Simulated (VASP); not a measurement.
A run of VASP 6.6.1:

The input POSCAR:

```
LuAs
1.0
    0.0000000000      2.8381907470      2.8381907470
    2.8381907470      0.0000000000      2.8381907470
    2.8381907470      2.8381907470      0.0000000000
Lu As
1 1
Direct
    0.5000000000      0.5000000000      0.5000000000
    0.0000000000      0.0000000000      0.0000000000
```

Contents of INCAR.step1:

```
  PREC = Accurate
  ENCUT = 600
  ISMEAR = -1
  SIGMA = 0.15
  LREAL = False
  LASPH = True
  NELM = 80
  GGA = PE
  ALGO = Normal
  EDIFF = 1E-4
  LWAVE = True
  LCHARG = False
```

INCAR.step2

```
  PREC = Accurate
  ENCUT = 600
  EDIFF = 1E-6
  ISMEAR = -1
  SIGMA = 0.15
  LREAL = False
  LASPH = True
  NELM = 80
  ALGO = Normal
  ISIF = 3
  LWAVE = False
  LCHARG = False
  METAGGA = R2SCAN
  LMIXTAU = True
  IBRION = 2
  NSW = 80
  EDIFFG = -0.001
  ISTART = 1
```

File KPOINTS:

```
Automatic mesh
0
Gamma
  12 12 12
```

Potentials or basis: VASP PAW PBE potentials, release 64 (Lu, As).

Command:

```bash
$ cat potpaw_PBE.64/Lu/POTCAR potpaw_PBE.64/As/POTCAR > POTCAR
$ cp INCAR.step1 INCAR
$ mpirun -np 1 vasp_std > vasp.out
$ cp INCAR.step2 INCAR
$ mpirun -np 1 vasp_std > vasp.out
```

Hardware: 1 thread of Intel(R) Xeon(R) Platinum 8259CL CPU @ 2.50GHz (Skylake/Cascade Lake) (shared host).

**Question.** How long does it take, and how much memory?

**Answer.** It took 13 min on 1 thread of Intel(R) Xeon(R) Platinum 8259CL CPU @ 2.50GHz (Skylake/Cascade Lake), on a shared host, peak memory 0.27 GiB. Counts: k points 72, ion steps 4.
